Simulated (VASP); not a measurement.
# Pd (I4/mmm) in VASP: single point with LDA

Aim: the single point of Pd with LDA.

Program: VASP 6.6.1. These are calculated values, not measurements. Logs are shortened: lines on timing, memory, paths and dates and some standing lists are left out, and cuts for length are marked.

## (1) The cell of the first run

The structure is tetragonal, space group I4/mmm (No. 139). Conventional cell: a = 3.240 Å, b = 3.240 Å, c = 10.080 Å, α = 90.00°, β = 90.00°, γ = 90.00°. Within 4.3 Å of Pd (site symmetry 4/mmm) lie 4 Pd at 3.24 Å.

## (2) Single point, LDA

Contents of INCAR:

```
  PREC = Accurate
  ENCUT = 520
  EDIFF = 1E-6
  ISMEAR = 1
  SIGMA = 0.1
  LREAL = F
  LASPH = T
  NELM = 80
  ALGO = Normal
  ISIF = 2
  LWAVE = F
  LCHARG = F
  NBANDS = 11
```

Contents of KPOINTS:

```
Automatic mesh
0
Gamma
  12 12 12
```

Contents of POSCAR:

```
Pd
1.0
   -1.6200300000      1.6200300000      5.0401100000
    1.6200300000     -1.6200300000      5.0401100000
    1.6200300000      1.6200300000     -5.0401100000
Pd
1
Direct
    0.0000000000      0.0000000000      0.0000000000
```

Potentials or basis: VASP PAW LDA potentials, release 64 (Pd).

Started as:

```sh
> cat potpaw_LDA.64/Pd/POTCAR > POTCAR
> mpirun -np 1 vasp_std > vasp.out
```

OUTCAR:

```text
PREC = Accurate
   ENCUT = 520
   EDIFF = 1E-6
   ISMEAR = 1
   LREAL = F
   LASPH = T
   NELM = 80
   ISIF = 2

 ion  position               nearest neighbor table
   1  0.000  0.000  0.000-

  LATTYP: Found a body centered tetragonal cell.
 ALAT       =     3.2400600000
 C/A-ratio  =     3.1111213990

  Lattice vectors:

 A1 = (  -1.6200300000,   1.6200300000,   5.0401100000)
 A2 = (   1.6200300000,  -1.6200300000,   5.0401100000)
 A3 = (   1.6200300000,   1.6200300000,  -5.0401100000)

Analysis of symmetry for initial positions (statically):
=====================================================================
 Subroutine PRICEL returns:
 Original cell was already a primitive cell.

 Routine SETGRP: Setting up the symmetry group for a
 body centered tetragonal supercell.

 Subroutine GETGRP returns: Found 16 space group operations
 (whereof 16 operations were pure point group operations)
 out of a pool of 16 trial point group operations.

The static configuration has the point symmetry D_4h.

Analysis of symmetry for dynamics (positions and initial velocities):
=====================================================================
 Subroutine PRICEL returns:
 Original cell was already a primitive cell.

 Routine SETGRP: Setting up the symmetry group for a
 body centered tetragonal supercell.

 Subroutine GETGRP returns: Found 16 space group operations
 (whereof 16 operations were pure point group operations)
 out of a pool of 16 trial point group operations.

The dynamic configuration has the point symmetry D_4h.

 Subroutine INISYM returns: Found 16 space group operations
 (whereof 16 operations are pure point group operations),
 and found     1 'primitive' translations

----------------------------------------------------------------------------------------

                                     Primitive cell

  volume of cell :      52.9110

  direct lattice vectors                    reciprocal lattice vectors
    -1.620030000  1.620030000  5.040110000     0.000000000  0.308636260  0.099204184
     1.620030000 -1.620030000  5.040110000     0.308636260  0.000000000  0.099204184
     1.620030000  1.620030000 -5.040110000     0.308636260  0.308636260  0.000000000

  length of vectors
     5.536398036  5.536398036  5.536398036     0.324187925  0.324187925  0.436477584

  position of ions in fractional coordinates (direct lattice)
     0.000000000  0.000000000  0.000000000

  ion indices of the primitive-cell ions
   primitive index   ion index
                 1           1

----------------------------------------------------------------------------------------

 KPOINTS: Automatic mesh

Automatic generation of k-mesh.
 Grid dimensions read from file:
 generate k-points for:   12   12   12

 Generating k-lattice:

  Cartesian coordinates                     Fractional coordinates (reciprocal lattice)
     0.000000000  0.025719688  0.008267015     0.083333333  0.000000000  0.000000000
     0.025719688  0.000000000  0.008267015     0.000000000  0.083333333  0.000000000
     0.025719688  0.025719688  0.000000000     0.000000000  0.000000000  0.083333333

  Length of vectors
     0.027015660  0.027015660  0.036373132

  Shift w.r.t. Gamma in fractional coordinates (k-lattice)
     0.000000000  0.000000000  0.000000000

 Subroutine IBZKPT returns following result:
 ===========================================

 Found    163 irreducible k-points:

 Following reciprocal coordinates:
            Coordinates               Weight
  0.000000  0.000000  0.000000      1.000000
  0.083333 -0.000000  0.000000      8.000000
  0.166667  0.000000 -0.000000      8.000000
  0.250000  0.000000 -0.000000      8.000000
  0.333333 -0.000000  0.000000      8.000000
  0.416667  0.000000  0.000000      8.000000
[... 16 lines left out ...]
  0.500000  0.166667  0.000000     16.000000
 -0.416667  0.166667  0.000000     16.000000
 [... further k-points ...]
   k-points           NKPTS =    163   k-points in BZ     NKDIM =    163   number of bands    NBANDS=     11
   number of dos      NEDOS =    301   number of ions     NIONS =      1
   total plane-waves  NPLWV =  74088
   dimension x,y,z NGX =    42 NGY =   42 NGZ =   42
   dimension x,y,z NGXF=    84 NGYF=   84 NGZF=   84
   ions per type =               1
   NGX,Y,Z   is equivalent  to a cutoff of  12.61, 12.61, 12.61 a.u.
   NGXF,Y,Z  is equivalent  to a cutoff of  25.22, 25.22, 25.22 a.u.
 SYSTEM =  unknown system
   PREC   = accura    normal or accurate (medium, high low for compatibility)
   ISTART =      0    job   : 0-new  1-cont  2-samecut
   ICHARG =      2    charge: 1-file 2-atom 10-const
   ISPIN  =      1    spin polarized calculation?
   LNONCOLLINEAR =      F non collinear calculations
   LSORBIT =      F    spin-orbit coupling
   LASPH  =      T    aspherical Exc in radial PAW
   ENCUT  =  520.0 eV  38.22 Ry    6.18 a.u.  10.29 10.29 10.29*2*pi/ulx,y,z
   NELM   =     80;   NELMIN=  2; NELMDL= -5     # of ELM steps
   EDIFF  = 0.1E-05   stopping-criterion for ELM
   LREAL  =      F    real-space projection
   EDIFFG = 0.1E-04   stopping-criterion for IOM
   NSW    =      0    number of steps for IOM
   IBRION =     -1    ionic relax: 0-MD 1-quasi-New 2-CG
   NFREE  =      0    steps in history (QN), initial steepest desc. (CG)
   ISIF   =      2    stress and relaxation
   ISYM   =      2    0-nonsym 1-usesym 2-fastsym
   POTIM  = 0.5000    time-step for ionic-motion
   TEBEG  =    0.0;   TEEND  =   0.0 temperature during run
   PSTRESS=    0.0 pullay stress
   NELECT =      10.0000    total number of electrons
   NUPDOWN=      -1.0000    fix difference up-down
   EMIN   =  10.00;   EMAX   =-10.00  energy-range for DOS
   EFERMI =   0.00;   METHOD = LEGACY
   ISMEAR =     1;   SIGMA  =   0.10  broadening in eV -4-tet -1-fermi 0-gaus
   EFERMI_NEDOS =   21; number of points for ismear=-14 and -15
   IALGO  =     38    algorithm
   IMIX   =      4    mixing-type and parameters
     AMIX     =   0.40;   BMIX     =  1.00
     AMIX_MAG =   1.60;   BMIX_MAG =  1.00
  volume/ion in A,a.u.               =      52.91       357.06
  Fermi-wavevector in a.u.,A,eV,Ry     =   0.939491  1.775381 12.009101  0.882644
  Thomas-Fermi vector in A             =   2.066809
   LORBIT       =      0    0 simple, 1 ext, 2 COOP (PROOUT), +10 PAW based schemes
   GGA     = CA    functional components
   LHFCALC =     F    Hartree Fock is set to
   AEXX    =    0.0000 exact exchange contribution
   IVDW    =     0    specifies the selected vdW correction
   LEPSILON=     F    determine dielectric tensor
   LRPA    =     F    only Hartree local field effects (RPA)
 non-spin polarized calculation
 Methfessel and Paxton  Order N= 1 SIGMA  =   0.10
  energy-cutoff  :      520.00
  volume of cell :       52.91
 maximum number of plane-waves:      1442
 NGX is ok and might be reduce to    42
   NGX = 21   NGY = 21   NGZ = 21

 number of electron      10.0000000 magnetization

 number of electron       9.9999999 magnetization

 Free energy of the ion-electron system (eV)
  ---------------------------------------------------
  ext. energy  EPLUGINS =         0.00000000
  ---------------------------------------------------
  free energy    TOTEN  =        -3.07014836 eV

  energy without entropy =       -3.07020627  energy(sigma->0) =       -3.07016767

 E-fermi :  -1.5515     XC(G=0):  -6.8244

 val. band max:       -1.5530118220   @ k =  -0.2500   0.3333   0.2500
 cond. band min:      -1.5494475210   @ k =  -0.2500   0.2500   0.2500
 fundamental gap:      0.0035643010
 Fermi energy:        -1.5515449814

 k-point     1 :       0.0000    0.0000    0.0000
  band No.  band energies     occupation
      1      -3.5484      2.00000
      2      -3.1122      2.00000
      3      -2.1278      2.00000
      4      -1.6227      1.92771
      5      -1.6227      1.92771
      6      -1.5032      0.27836
      7       3.3375      0.00000
      8       5.8454      0.00000
      9      11.8186      0.00000
     10      11.8186      0.00000
     11      14.5391      0.00000

 k-point     2 :       0.0833   -0.0000    0.0000
  band No.  band energies     occupation
      1      -3.4406      2.00000
      2      -3.0627      2.00000
      3      -2.0956      2.00000
      4      -1.6877      2.06614
      5      -1.6178      1.89239
      6      -1.5386      0.78271
      7       3.3952      0.00000
      8       6.0308      0.00000
      9      10.7125      0.00000
     10      11.9700      0.00000
     11      13.2274      0.00000

 k-point     3 :       0.1667    0.0000   -0.0000
  band No.  band energies     occupation
      1      -3.2242      2.00000
      2      -2.8227      2.00000
      3      -2.0042      2.00000
      4      -1.8481      2.00023
      5      -1.6333      1.98891
      6      -1.6045      1.77152
      7       3.5576      0.00000
      8       6.5699      0.00000
      9       8.7534      0.00000
     10      11.4636      0.00000
     11      12.4052      0.00000

 k-point     4 :       0.2500    0.0000   -0.0000
  band No.  band energies     occupation
      1      -3.0874      2.00000
      2      -2.2886      2.00000
      3      -2.0786      2.00000
      4      -1.7733      2.00743
      5      -1.7584      2.01274
      6      -1.5862      1.54928
      7       3.8120      0.00000
      8       6.7220      0.00000
      9       7.4148      0.00000
     10       9.9308      0.00000
     11      13.0719      0.00000
[... 239 lines left out ...]
 k-point    22 :       0.4167    0.1667    0.0000
  band No.  band energies     occupation
      1      -2.5529      2.00000
      2      -2.3494      2.00000
      3      -2.2699      2.00000
      4      -1.7500      2.01682
      5      -1.7149      2.04306
      6       0.5580      0.00000
      7       3.3024      0.00000
      8       4.5904      0.00000
      9       8.2585      0.00000
     10      11.0844      0.00000
     11      11.3164      0.00000

 k-point    23 :       0.5000    0.1667    0.0000
  band No.  band energies     occupation
      1      -2.5254      2.00000
      2      -2.3878      2.00000
      3      -2.3102      2.00000
      4      -1.7419      2.02157
      5      -1.6815      2.06937
      6       1.7131      0.00000
      7       1.9695      0.00000
      8       5.1804      0.00000
      9       7.5870      0.00000
     10      10.7771      0.00000
     11      11.9873      0.00000

 k-point    24 :      -0.4167    0.1667    0.0000
  band No.  band energies     occupation
      1      -2.5538      2.00000
      2      -2.3397      2.00000
      3      -2.2714      2.00000
      4      -1.7506      2.01647
      5      -1.7330      2.02774
      6       0.3463     -0.00000
      7       3.5773      0.00000
      8       5.4817      0.00000
      9       7.5722      0.00000
     10       9.4136      0.00000
     11      11.4581      0.00000

 [... further k-points ...]
[... 5 lines left out ...]
  --------------------------------------------------------------------------------------
  -------------------------------------------------------------------------------------
  Total       -3.4894113     -3.4894113     -0.3683870      0.0000000      0.0000000      0.0000000
  in kB     -105.6614651   -105.6614651    -11.1549789      0.0000000      0.0000000      0.0000000
  external PRESSURE =     -74.1593030 kB  Pullay stress =       0.0000000 kB

 VOLUME and BASIS-vectors are now :
 -----------------------------------------------------------------------------
  energy-cutoff  :      520.00
  volume of cell :       52.91
      direct lattice vectors                 reciprocal lattice vectors
    -1.620030000  1.620030000  5.040110000     0.000000000  0.308636260  0.099204184
     1.620030000 -1.620030000  5.040110000     0.308636260  0.000000000  0.099204184
     1.620030000  1.620030000 -5.040110000     0.308636260  0.308636260  0.000000000

 POSITION                                       TOTAL-FORCE (eV/Angst)
 -----------------------------------------------------------------------------------
      0.00000      0.00000      0.00000         0.000000      0.000000      0.000000
 -----------------------------------------------------------------------------------
    total drift:                               -0.000000      0.000000     -0.000000

  FREE ENERGIE OF THE ION-ELECTRON SYSTEM (eV)
  ---------------------------------------------------
  free  energy   TOTEN  =        -3.0701483618 eV

  energy  without entropy=       -3.0702062717  energy(sigma->0) =       -3.07016767
```

Wall time 2.2 min (1 thread of Intel Xeon Platinum 8488C (Sapphire Rapids), shared host); peak memory 0.27 GiB.

What came out:

```yaml
Free_energy: -3.0701 eV
Pressure: -7.4 GPa
Band_gap_on_the_k_mesh: zero (band 5 reaches -1.14 eV, above the bottom of band 6 at -1.69 eV)
```

Stress tensor (GPa, compression positive):
```
-10.57   0.00   0.00
  0.00 -10.57   0.00
  0.00   0.00  -1.12
```

Levels at points of the mesh, in eV from the Fermi level:
| k point | band 3 | band 4 | band 5 | band 6 | band 7 | band 8 |
| --- | --- | --- | --- | --- | --- | --- |
| (0.00, 0.00, 0.00) | -0.58 | -0.07 | -0.07 | 0.05 | 4.89 | 7.40 |
| (0.50, 0.00, 0.00) | -0.44 | -0.17 | 0.00 | 2.80 | 3.13 | 6.30 |
| (0.50, 0.50, 0.00) | -0.66 | -0.08 | 0.41 | 5.54 | 5.96 | 6.79 |
| (0.50, 0.50, 0.50) | -0.06 | -0.06 | -0.04 | 0.05 | 2.16 | 12.80 |
